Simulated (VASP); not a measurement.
# TiAl2 (Cmmm) in VASP: a series of runs

Runs on TiAl2. Level: LDA. Tasks: single point.

All numbers are computed with VASP 6.6.1; they aren't measurements. Logs are shortened: lines on timing, memory, paths and dates and some standing lists are left out, and cuts for length are marked.

### Step 1. The cell of the first run

The structure is orthorhombic, space group Cmmm (No. 65). Conventional cell: a = 3.968 Å, b = 12.270 Å, c = 3.727 Å, α = 90.00°, β = 90.00°, γ = 90.00°. Within 3.5 Å of Ti (site symmetry m2m) lie 10 Al at 2.67 to 2.81 Å and 2 Ti at 3.04 Å. Al (site symmetry mmm) has 10 Al at 2.72 to 3.73 Å and 4 Ti at 2.76 Å within 3.8 Å. Within 3.8 Å of Al (site symmetry m2m) lie 6 Ti at 2.73 to 2.81 Å and 8 Al at 2.74 to 3.73 Å. Within 3.5 Å of Al (site symmetry mmm) lie 4 Ti at 2.67 Å and 8 Al at 2.72 to 2.91 Å.

### Step 2. Single point, LDA (15.12 Å³/atom)

INCAR

```
ALGO = Fast
EDIFF = 1E-6
ENCUT = 520
ISIF = 2
ISMEAR = 0
LASPH = T
LCHARG = T
LELF = T
LREAL = F
LVHAR = T
LWAVE = F
NBANDS = 27
NELM = 100
PREC = Accurate
SIGMA = 0.15
```

KPOINTS

```
k-points
0
Gamma
  12 12 12
```

POSCAR

```
TiAl2
1.0
    1.9840362136     -6.1348531186      0.0000000000
    1.9840362136      6.1348531186      0.0000000000
    0.0000000000      0.0000000000      3.7266182939
Ti Al
2 4
Direct
    0.6560576955      0.3439423045      0.0000000000
    0.3439423045      0.6560576955      0.0000000000
    0.0000000000      0.0000000000      0.0000000000
    0.8269820961      0.1730179039      0.5000000000
    0.1730179039      0.8269820961      0.5000000000
    0.5000000000      0.5000000000      0.5000000000
```

Potentials or basis: VASP PAW LDA potentials, release 64 (Ti_sv, Al).

Started as:

```sh
> cat potpaw_LDA.64/Ti_sv/POTCAR potpaw_LDA.64/Al/POTCAR > POTCAR
> mpirun -np 1 vasp_std > vasp.out
```

OUTCAR:

```text
EDIFF = 1E-6
   ENCUT = 520
   ISIF = 2
   ISMEAR = 0
   LASPH = T
   LREAL = F
   NELM = 100
   PREC = Accurate

 ion  position               nearest neighbor table
   1  0.656  0.344  0.000-   6 2.67   6 2.67   5 2.73   5 2.73   5 2.73   5 2.73   3 2.76   3 2.76
                             4 2.81   4 2.81
   2  0.344  0.656  0.000-   6 2.67   6 2.67   4 2.73   4 2.73   4 2.73   4 2.73   3 2.76   3 2.76
                             5 2.81   5 2.81
   3  0.000  0.000  0.000-   6 2.72   6 2.72   6 2.72   6 2.72   1 2.76   2 2.76   1 2.76   2 2.76
                             4 2.82   4 2.82   5 2.82   5 2.82
   4  0.827  0.173  0.500-   2 2.73   2 2.73   2 2.73   2 2.73   5 2.74   5 2.74   1 2.81   1 2.81
                             3 2.82   3 2.82   6 2.91   6 2.91
   5  0.173  0.827  0.500-   1 2.73   1 2.73   1 2.73   1 2.73   4 2.74   4 2.74   2 2.81   2 2.81
                             3 2.82   3 2.82   6 2.91   6 2.91
   6  0.500  0.500  0.500-   1 2.67   2 2.67   1 2.67   2 2.67   3 2.72   3 2.72   3 2.72   3 2.72
                             5 2.91   4 2.91   5 2.91   4 2.91

  LATTYP: Found a base centered orthorhombic cell.
 ALAT       =     3.9680724272
 B/A-ratio  =     3.0921074306
 C/A-ratio  =     0.9391507747

  Lattice vectors:

 A1 = (   1.9840362136,  -6.1348531186,   0.0000000000)
 A2 = (   1.9840362136,   6.1348531186,   0.0000000000)
 A3 = (   0.0000000000,   0.0000000000,   3.7266182939)

Analysis of symmetry for initial positions (statically):
=====================================================================
 Subroutine PRICEL returns:
 Original cell was already a primitive cell.

 Routine SETGRP: Setting up the symmetry group for a
 base centered orthorhombic supercell.

 Subroutine GETGRP returns: Found  8 space group operations
 (whereof  8 operations were pure point group operations)
 out of a pool of  8 trial point group operations.

The static configuration has the point symmetry D_2h.

Analysis of symmetry for dynamics (positions and initial velocities):
=====================================================================
 Subroutine PRICEL returns:
 Original cell was already a primitive cell.

 Routine SETGRP: Setting up the symmetry group for a
 base centered orthorhombic supercell.

 Subroutine GETGRP returns: Found  8 space group operations
 (whereof  8 operations were pure point group operations)
 out of a pool of  8 trial point group operations.

The dynamic configuration has the point symmetry D_2h.

 Subroutine INISYM returns: Found  8 space group operations
 (whereof  8 operations are pure point group operations),
 and found     1 'primitive' translations

----------------------------------------------------------------------------------------

                                     Primitive cell

  volume of cell :      90.7191

  direct lattice vectors                    reciprocal lattice vectors
     1.984036214 -6.134853119  0.000000000     0.252011529 -0.081501544  0.000000000
     1.984036214  6.134853119  0.000000000     0.252011529  0.081501544  0.000000000
     0.000000000  0.000000000  3.726618294     0.000000000  0.000000000  0.268339798

  length of vectors
     6.447699007  6.447699007  3.726618294     0.264862818  0.264862818  0.268339798

  position of ions in fractional coordinates (direct lattice)
     0.656057696  0.343942304  0.000000000
     0.343942304  0.656057696  0.000000000
     0.000000000  0.000000000  0.000000000
     0.826982096  0.173017904  0.500000000
     0.173017904  0.826982096  0.500000000
     0.500000000  0.500000000  0.500000000

  ion indices of the primitive-cell ions
   primitive index   ion index
                 1           1
                 2           2
                 3           3
                 4           4
                 5           5
                 6           6

----------------------------------------------------------------------------------------

 KPOINTS: k-points

Automatic generation of k-mesh.
 Grid dimensions read from file:
 generate k-points for:   12   12   12

 Generating k-lattice:

  Cartesian coordinates                     Fractional coordinates (reciprocal lattice)
     0.021000961 -0.006791795  0.000000000     0.083333333 -0.000000000  0.000000000
     0.021000961  0.006791795  0.000000000    -0.000000000  0.083333333  0.000000000
     0.000000000  0.000000000  0.022361650     0.000000000  0.000000000  0.083333333

  Length of vectors
     0.022071902  0.022071902  0.022361650

  Shift w.r.t. Gamma in fractional coordinates (k-lattice)
     0.000000000  0.000000000  0.000000000

 Subroutine IBZKPT returns following result:
 ===========================================

 Found    301 irreducible k-points:

 Following reciprocal coordinates:
            Coordinates               Weight
  0.000000  0.000000  0.000000      1.000000
  0.083333  0.000000  0.000000      4.000000
  0.166667 -0.000000  0.000000      4.000000
  0.250000  0.000000  0.000000      4.000000
  0.333333  0.000000  0.000000      4.000000
  0.416667 -0.000000  0.000000      4.000000
[... 16 lines left out ...]
  0.500000  0.166667  0.000000      4.000000
 -0.416667  0.166667  0.000000      4.000000
 [... further k-points ...]
   k-points           NKPTS =    301   k-points in BZ     NKDIM =    301   number of bands    NBANDS=     27
   number of dos      NEDOS =    301   number of ions     NIONS =      6
   total plane-waves  NPLWV =  64512
   dimension x,y,z NGX =    48 NGY =   48 NGZ =   28
   dimension x,y,z NGXF=    96 NGYF=   96 NGZF=   56
   ions per type =               2   4
   NGX,Y,Z   is equivalent  to a cutoff of  12.38, 12.38, 12.49 a.u.
   NGXF,Y,Z  is equivalent  to a cutoff of  24.75, 24.75, 24.98 a.u.
 SYSTEM =  unknown system
   PREC   = accura    normal or accurate (medium, high low for compatibility)
   ISTART =      0    job   : 0-new  1-cont  2-samecut
   ICHARG =      2    charge: 1-file 2-atom 10-const
   ISPIN  =      1    spin polarized calculation?
   LNONCOLLINEAR =      F non collinear calculations
   LSORBIT =      F    spin-orbit coupling
   LASPH  =      T    aspherical Exc in radial PAW
   ENCUT  =  520.0 eV  38.22 Ry    6.18 a.u.  11.99 11.99  6.93*2*pi/ulx,y,z
   NELM   =    100;   NELMIN=  2; NELMDL= -5     # of ELM steps
   EDIFF  = 0.1E-05   stopping-criterion for ELM
   LREAL  =      F    real-space projection
   EDIFFG = 0.1E-04   stopping-criterion for IOM
   NSW    =      0    number of steps for IOM
   IBRION =     -1    ionic relax: 0-MD 1-quasi-New 2-CG
   NFREE  =      0    steps in history (QN), initial steepest desc. (CG)
   ISIF   =      2    stress and relaxation
   ISYM   =      2    0-nonsym 1-usesym 2-fastsym
   POTIM  = 0.5000    time-step for ionic-motion
   TEBEG  =    0.0;   TEEND  =   0.0 temperature during run
   PSTRESS=    0.0 pullay stress
   NELECT =      36.0000    total number of electrons
   NUPDOWN=      -1.0000    fix difference up-down
   EMIN   =  10.00;   EMAX   =-10.00  energy-range for DOS
   EFERMI =   0.00;   METHOD = LEGACY
   ISMEAR =     0;   SIGMA  =   0.15  broadening in eV -4-tet -1-fermi 0-gaus
   EFERMI_NEDOS =   21; number of points for ismear=-14 and -15
   IALGO  =     68    algorithm
   IMIX   =      4    mixing-type and parameters
     AMIX     =   0.40;   BMIX     =  1.00
     AMIX_MAG =   1.60;   BMIX_MAG =  1.00
  volume/ion in A,a.u.               =      15.12       102.03
  Fermi-wavevector in a.u.,A,eV,Ry     =   1.203029  2.273395 19.691424  1.447279
  Thomas-Fermi vector in A             =   2.338794
   LORBIT       =      0    0 simple, 1 ext, 2 COOP (PROOUT), +10 PAW based schemes
   GGA     = CA    functional components
   LHFCALC =     F    Hartree Fock is set to
   AEXX    =    0.0000 exact exchange contribution
   IVDW    =     0    specifies the selected vdW correction
   LEPSILON=     F    determine dielectric tensor
   LRPA    =     F    only Hartree local field effects (RPA)
 non-spin polarized calculation
 RMM-DIIS sequential band-by-band and
 Gauss-broadening in eV      SIGMA  =   0.15
  energy-cutoff  :      520.00
  volume of cell :       90.72
 maximum number of plane-waves:      2482
   NGX = 23   NGY = 23   NGZ = 13

 number of electron      36.0000000 magnetization

 Free energy of the ion-electron system (eV)
  ---------------------------------------------------
  ext. energy  EPLUGINS =         0.00000000
  ---------------------------------------------------
  free energy    TOTEN  =       -36.42302853 eV

  energy without entropy =      -36.38841763  energy(sigma->0) =      -36.40572308

 E-fermi :   8.8372     XC(G=0): -11.2699

 val. band max:        8.8364948923   @ k =  -0.3333   0.2500   0.2500
 cond. band min:       8.8383775746   @ k =  -0.1667   0.1667   0.1667
 fundamental gap:      0.0018826823
 Fermi energy:         8.8371948735

 k-point     1 :       0.0000    0.0000    0.0000
  band No.  band energies     occupation
      1     -47.0671      2.00000
      2     -47.0406      2.00000
      3     -23.7944      2.00000
      4     -23.7865      2.00000
      5     -23.7795      2.00000
      6     -23.7500      2.00000
[... 19 lines left out ...]
     26      12.7835      0.00000
     27      13.3624      0.00000

 k-point     2 :       0.0833    0.0000    0.0000
  band No.  band energies     occupation
      1     -47.0666      2.00000
      2     -47.0410      2.00000
      3     -23.7951      2.00000
      4     -23.7886      2.00000
      5     -23.7789      2.00000
      6     -23.7505      2.00000
[... 19 lines left out ...]
     26      12.9025      0.00000
     27      13.4264      0.00000

 k-point     3 :       0.1667   -0.0000    0.0000
  band No.  band energies     occupation
      1     -47.0651      2.00000
      2     -47.0421      2.00000
      3     -23.7976      2.00000
      4     -23.7940      2.00000
      5     -23.7772      2.00000
      6     -23.7517      2.00000
[... 594 lines left out ...]
      1     -47.0595      2.00000
      2     -47.0470      2.00000
      3     -23.8107      2.00000
      4     -23.8012      2.00000
      5     -23.7707      2.00000
      6     -23.7570      2.00000
[... 19 lines left out ...]
     26      12.9151      0.00000
     27      13.0390      0.00000

 k-point    24 :      -0.4167    0.1667    0.0000
  band No.  band energies     occupation
      1     -47.0624      2.00000
      2     -47.0444      2.00000
      3     -23.8036      2.00000
      4     -23.7953      2.00000
      5     -23.7741      2.00000
      6     -23.7542      2.00000
[... 19 lines left out ...]
     26      12.7486      0.00000
     27      12.9722      0.00000

 [... further k-points ...]

------------------------ aborting loop because EDIFF is reached ----------------------------------------

  FORCE on cell =-STRESS in cart. coord.  units (eV):
  Direction    XX          YY          ZZ          XY          YZ          ZX
  --------------------------------------------------------------------------------------
  -------------------------------------------------------------------------------------
  Total       -1.4677200     -1.9136328      3.7853970      0.0000000      0.0000000      0.0000000
  in kB      -25.9212010    -33.7964059     66.8533762      0.0000000      0.0000000      0.0000000
  external PRESSURE =       2.3785898 kB  Pullay stress =       0.0000000 kB

 VOLUME and BASIS-vectors are now :
 -----------------------------------------------------------------------------
  energy-cutoff  :      520.00
  volume of cell :       90.72
      direct lattice vectors                 reciprocal lattice vectors
     1.984036214 -6.134853119  0.000000000     0.252011529 -0.081501544  0.000000000
     1.984036214  6.134853119  0.000000000     0.252011529  0.081501544  0.000000000
     0.000000000  0.000000000  3.726618294     0.000000000  0.000000000  0.268339798

 POSITION                                       TOTAL-FORCE (eV/Angst)
 -----------------------------------------------------------------------------------
      1.98404     -1.91478      0.00000         0.000000      0.153513     -0.000000
      1.98404      1.91478      0.00000         0.000000     -0.153513     -0.000000
      0.00000      0.00000      0.00000         0.000000     -0.000000     -0.000000
      1.98404     -4.01197      1.86331         0.000000      0.074367     -0.000000
      1.98404      4.01197      1.86331         0.000000     -0.074367      0.000000
      1.98404      0.00000      1.86331        -0.000000     -0.000000     -0.000000
 -----------------------------------------------------------------------------------
    total drift:                                0.000000      0.000000      0.000000

  FREE ENERGIE OF THE ION-ELECTRON SYSTEM (eV)
  ---------------------------------------------------
  free  energy   TOTEN  =       -36.4230285287 eV

  energy  without entropy=      -36.3884176273  energy(sigma->0) =      -36.40572308
```

It took 16 min on 1 thread of Intel Xeon 6975P-C (Granite Rapids), shared host; peak memory 0.66 GiB.

Results:

- Free energy: -36.4230 eV
- Pressure: 0.2 GPa
- Largest force: 0.154 eV/Å
- Band gap on the k mesh: zero (bands 18 and 19 overlap by 1.64 eV)

Forces in eV/Å, atoms in the order of the input:
```
Ti   0.000  0.154  0.000
Ti   0.000 -0.154  0.000
Al   0.000  0.000  0.000
Al   0.000  0.074  0.000
Al   0.000 -0.074  0.000
Al   0.000  0.000  0.000
```

Stress tensor (GPa, compression positive):
```
-2.59  0.00  0.00
 0.00 -3.38  0.00
 0.00  0.00  6.69
```

Caveat: the stress differs along the axes, from -3 to 7 GPa.

### Step 3. Single point, LDA (15.12 Å³/atom)

INCAR

```
PREC     = Accurate       # precision mode
ENCUT    = 520            # plane-wave cutoff, eV
EDIFF    = 1E-7           # SCF threshold, eV
ISMEAR   = 0              # smearing method
SIGMA    = 0.15           # smearing width, eV
LREAL    = False          # projectors in reciprocal space
LASPH    = True           # aspherical terms in the spheres
NELM     = 60             # most SCF steps
ALGO     = Fast           # electronic algorithm
ISIF     = 2              # what is computed and relaxed
LWAVE    = False          # write WAVECAR
LCHARG   = True           # write CHGCAR
GGA      = CA             # functional
LELF     = True           # ELF
LVHAR    = True         
NBANDS   = 27             # bands
```

KPOINTS

```
regular mesh
0
Gamma
  12 12 12
```

POSCAR: that of step 2 with these lines changed.

```diff
@@ -2,5 +2,5 @@
 1.0
-    1.9840362136     -6.1348531186      0.0000000000
-    1.9840362136      6.1348531186      0.0000000000
-    0.0000000000      0.0000000000      3.7266182939
+    1.8976366714     -5.8676964523      0.0000000000
+    1.8976366714      5.8676964523      0.0000000000
+    0.0000000000      0.0000000000      4.0736899578
 Ti Al
```

Potentials or basis: VASP PAW LDA potentials, release 64 (Ti_sv, Al).

Started as:

```sh
> cat potpaw_LDA.64/Ti_sv/POTCAR potpaw_LDA.64/Al/POTCAR > POTCAR
> mpirun -np 1 vasp_std > vasp.out
```

OUTCAR:

```text
PREC = Accurate
   ENCUT = 520
   EDIFF = 1E-7
   ISMEAR = 0
   LREAL = False
   LASPH = True
   NELM = 60
   ISIF = 2
   GGA = CA

 ion  position               nearest neighbor table
   1  0.656  0.344  0.000-   3 2.64   3 2.64   6 2.74   6 2.74   5 2.79   5 2.79   5 2.79   5 2.79
                             4 2.86   4 2.86   2 2.91   2 2.91
   2  0.344  0.656  0.000-   3 2.64   3 2.64   6 2.74   6 2.74   4 2.79   4 2.79   4 2.79   4 2.79
                             5 2.86   5 2.86   1 2.91   1 2.91
   3  0.000  0.000  0.000-   1 2.64   2 2.64   1 2.64   2 2.64   6 2.78   6 2.78   6 2.78   6 2.78
                             4 2.88   4 2.88   5 2.88   5 2.88
   4  0.827  0.173  0.500-   5 2.62   5 2.62   6 2.78   6 2.78   2 2.79   2 2.79   2 2.79   2 2.79
                             1 2.86   1 2.86   3 2.88   3 2.88
   5  0.173  0.827  0.500-   4 2.62   4 2.62   6 2.78   6 2.78   1 2.79   1 2.79   1 2.79   1 2.79
                             2 2.86   2 2.86   3 2.88   3 2.88
   6  0.500  0.500  0.500-   1 2.74   2 2.74   1 2.74   2 2.74   5 2.78   4 2.78   5 2.78   4 2.78
                             3 2.78   3 2.78   3 2.78   3 2.78

  LATTYP: Found a base centered orthorhombic cell.
 ALAT       =     3.7952733428
 B/A-ratio  =     3.0921074306
 C/A-ratio  =     1.0733587781

  Lattice vectors:

[... 195 lines left out ...]
 k-point     1 :       0.0000    0.0000    0.0000
  band No.  band energies     occupation
      1     -47.0868      2.00000
      2     -47.0428      2.00000
      3     -23.8665      2.00000
      4     -23.8204      2.00000
      5     -23.8127      2.00000
      6     -23.7710      2.00000
[... 709 lines left out ...]
     26      12.0661      0.00000
     27      12.8068      0.00000

 [... further k-points ...]

------------------------ aborting loop because EDIFF is reached ----------------------------------------

  FORCE on cell =-STRESS in cart. coord.  units (eV):
  Direction    XX          YY          ZZ          XY          YZ          ZX
  --------------------------------------------------------------------------------------
  -------------------------------------------------------------------------------------
  Total        1.6863720      1.9341695     -2.7241530      0.0000000      0.0000000      0.0000000
  in kB       29.7827842     34.1591025    -48.1108914      0.0000000      0.0000000      0.0000000
  external PRESSURE =       5.2769984 kB  Pullay stress =       0.0000000 kB

 VOLUME and BASIS-vectors are now :
 -----------------------------------------------------------------------------
  energy-cutoff  :      520.00
  volume of cell :       90.72
      direct lattice vectors                 reciprocal lattice vectors
     1.897636671 -5.867696452  0.000000000     0.263485633 -0.085212315  0.000000000
     1.897636671  5.867696452  0.000000000     0.263485633  0.085212315  0.000000000
     0.000000000  0.000000000  4.073689958     0.000000000  0.000000000  0.245477690

 POSITION                                       TOTAL-FORCE (eV/Angst)
 -----------------------------------------------------------------------------------
      1.89764     -1.83140      0.00000        -0.000000     -0.217434      0.000000
      1.89764      1.83140      0.00000        -0.000000      0.217434      0.000000
      0.00000      0.00000      0.00000        -0.000000     -0.000000      0.000000
      1.89764     -3.83726      2.03684        -0.000000     -0.067781      0.000000
      1.89764      3.83726      2.03684        -0.000000      0.067781     -0.000000
      1.89764      0.00000      2.03684         0.000000     -0.000000      0.000000
 -----------------------------------------------------------------------------------
    total drift:                                0.000000      0.000000      0.000000

  FREE ENERGIE OF THE ION-ELECTRON SYSTEM (eV)
  ---------------------------------------------------
  free  energy   TOTEN  =       -36.4952083645 eV

  energy  without entropy=      -36.4678088209  energy(sigma->0) =      -36.48150859
```

Run time: 26 min. Hardware: 1 thread of Intel Xeon 6975P-C (Granite Rapids), shared host; peak memory 0.66 GiB.

Results:

| Item | Value |
| --- | --- |
| Free energy | -36.4952 eV |
| Pressure | 0.5 GPa |
| Largest force | 0.217 eV/Å |
| Band gap on the k mesh | zero (bands 18 and 19 overlap by 1.27 eV) |

Forces on the atoms (eV/Å):
```
Ti   0.000 -0.217  0.000
Ti   0.000  0.217  0.000
Al   0.000  0.000  0.000
Al   0.000 -0.068  0.000
Al   0.000  0.068  0.000
Al   0.000  0.000  0.000
```

Levels at points of the mesh, in eV from the Fermi level:
| k point | band 16 | band 17 | band 18 | band 19 | band 20 | band 21 |
| --- | --- | --- | --- | --- | --- | --- |
| (0.00, 0.00, 0.00) | -1.06 | -0.42 | -0.40 | 0.33 | 0.45 | 1.01 |
| (0.50, 0.00, 0.00) | -1.54 | -1.02 | -0.51 | 0.78 | 0.97 | 1.41 |
| (0.50, 0.50, 0.00) | -1.14 | -1.01 | -0.35 | 0.17 | 1.02 | 1.23 |
| (0.00, 0.00, 0.50) | -0.69 | -0.10 | 0.07 | 0.47 | 0.89 | 1.11 |
| (0.50, 0.00, 0.50) | -1.72 | -1.43 | -1.09 | -0.53 | 1.00 | 1.07 |
| (0.50, 0.50, 0.50) | -0.87 | 0.26 | 0.66 | 0.92 | 1.24 | 1.48 |

Caveat: the stress differs along the axes, from -5 to 3 GPa.

[end of part 1 of 2]
